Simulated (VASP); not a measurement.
Set up this calculation in VASP 6.6.1, as the native input.

| Item | Value |
| --- | --- |
| Task | single point |
| Functional | r2SCAN |
| Potentials or basis | VASP PAW PBE potentials, release 64 (Sr_sv) |
| Cutoff | 520 eV |
| k mesh | 11 × 11 × 6 |
| Occupations | fermi-dirac, width 0.1 eV |
| Spin | no spin polarisation |
| Dipole correction | no |
| Further INCAR settings | ALGO = Normal; EDIFF = 1e-07; NBANDS = 17 |

Crystal: Sr.

```
Sr
1.0
     1.84069    3.18816    0.00000
    -1.84069    3.18816    0.00000
     0.00000    0.00000    5.73638
Sr
2
Direct
  0.33333 0.33334 0.25000
  0.66666 0.66667 0.75000
```

This isn't the form of Sr at room conditions, which is fcc.

One way to write it, as run:

POSCAR

```
Sr
1.0
    1.8406860000      3.1881580000      0.0000000000
   -1.8406860000      3.1881580000      0.0000000000
    0.0000000000      0.0000000000      5.7363790000
Sr
2
Direct
    0.3333300000      0.3333400000      0.2500000000
    0.6666600000      0.6666700000      0.7500000000
```

INCAR.step1

```
SYSTEM = Sr
PREC = Accurate ; ENCUT = 520
ISMEAR = -1 ; SIGMA = 0.1
LREAL = .False. ; LASPH = .True.
NELM = 60 ; NBANDS = 17
GGA = PE ; ALGO = Normal
EDIFF = 1E-4 ; LWAVE = .True.
LCHARG = .False.
```

INCAR.step2

```
SYSTEM = Sr
PREC = Accurate ; ENCUT = 520
EDIFF = 1E-7 ; ISMEAR = -1
SIGMA = 0.1 ; LREAL = .False.
LASPH = .True. ; NELM = 60
ALGO = Normal ; ISIF = 2
LWAVE = .False. ; LCHARG = .True.
METAGGA = R2SCAN ; LMIXTAU = .True.
LELF = .True. ; LVHAR = .True.
NBANDS = 17 ; ISTART = 1
```

KPOINTS

```
Automatic mesh
0
Gamma
  11 11 6
  0 0 0
```

Potentials or basis: VASP PAW PBE potentials, release 64 (Sr_sv).

Run with:

```console
$ cat potpaw_PBE.64/Sr_sv/POTCAR > POTCAR
$ cp INCAR.step1 INCAR
$ mpirun -np 1 vasp_std > vasp.out
$ cp INCAR.step2 INCAR
$ mpirun -np 1 vasp_std > vasp.out
```

Results of the run:

```
Pressure               : 12.5 GPa
Band gap on the k mesh : zero (bands 10 and 11 overlap by 0.49 eV)
```

Caveat: the cell stands under pressure; the PAW data sets were made with another functional, which shifts forces and pressure a little.

It took 7.5 min on 1 thread of Intel(R) Xeon(R) Platinum 8375C CPU @ 2.90GHz (Ice Lake) (shared host), peak memory 0.28 GiB.
